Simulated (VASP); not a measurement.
Set up this calculation in VASP 6.6.1, as the native input.

```
Task                      : relaxation of the atoms
Functional                : LDA
Potentials or basis       : VASP PAW LDA potentials, release 64 (Ta_pv, C)
Cutoff                    : 520 eV
k mesh                    : 9 × 9 × 1
Occupations               : gaussian, width 0.1 eV
Spin                      : no spin polarisation
Dipole correction         : yes
Atoms held fixed (from 0) : [0, 1, 5, 6]
Further INCAR settings    : ALGO = Normal; EDIFF = 1e-07; NELMDL = -8; IBRION = 2; EDIFFG = -0.04; NSW = 60
```

The structure of Ta5C4 lies in POSCAR:

```
Ta5C4
1.0
    3.1494536000      0.0000000000      0.0000000000
   -1.5747268000      2.7275068300      0.0000000000
    0.0000000000      0.0000000000     30.2860723920
Ta C
5 4
Selective dynamics
Direct
    0.6666666700      0.3333333300      0.3301847751  F F F
    0.3333333300      0.6666666700      0.4150923829  F F F
    0.0000000000      0.0000000000      0.5000000000  T T T
    0.6666666700      0.3333333300      0.5849076171  T T T
    0.3333333300      0.6666666700      0.6698152249  T T T
    0.0000000000      0.0000000000      0.3726385790  F F F
    0.6666666700      0.3333333300      0.4575461961  F F F
    0.3333333300      0.6666666700      0.5424538039  T T T
    0.0000000000      0.0000000000      0.6273614210  T T T
```

The input as run:

INCAR

```
PREC = Accurate
ENCUT = 520
EDIFF = 1E-7
ISMEAR = 0
SIGMA = 0.1
LREAL = False
LASPH = True
NELM = 120
ALGO = Normal
ISIF = 2
LWAVE = False
LCHARG = False
LDIPOL = True
IDIPOL = 3
DIPOL = 0.5 0.5 0.500
GGA = CA
IBRION = 2
NSW = 60
EDIFFG = -0.04
GGA_COMPAT = False
NELMIN = 4
NELMDL = -8
```

KPOINTS

```
Automatic mesh
0
Gamma
  9 9 1
```

Potentials or basis: VASP PAW LDA potentials, release 64 (Ta_pv, C).

Command:

```console
$ cat potpaw_LDA.64/Ta_pv/POTCAR potpaw_LDA.64/C/POTCAR > POTCAR
$ mpirun -np 1 vasp_std > vasp.out
```

Results of the run:

The energy gained by relaxing is 26.1 meV/atom. The ionic steps are 10. The band gap on the k mesh is zero (an odd number of electrons rules out a gap without spin polarisation).

Caveat: spin-orbit coupling is left out, which moves the levels of the heavy elements; an odd number of electrons without spin polarisation forces a metal; a magnetic or distorted state may lie lower.

Wall time 44 min on 1 thread of Oxide Virtual Turin-like Processor, with other jobs on the host, peak memory 0.32 GiB.
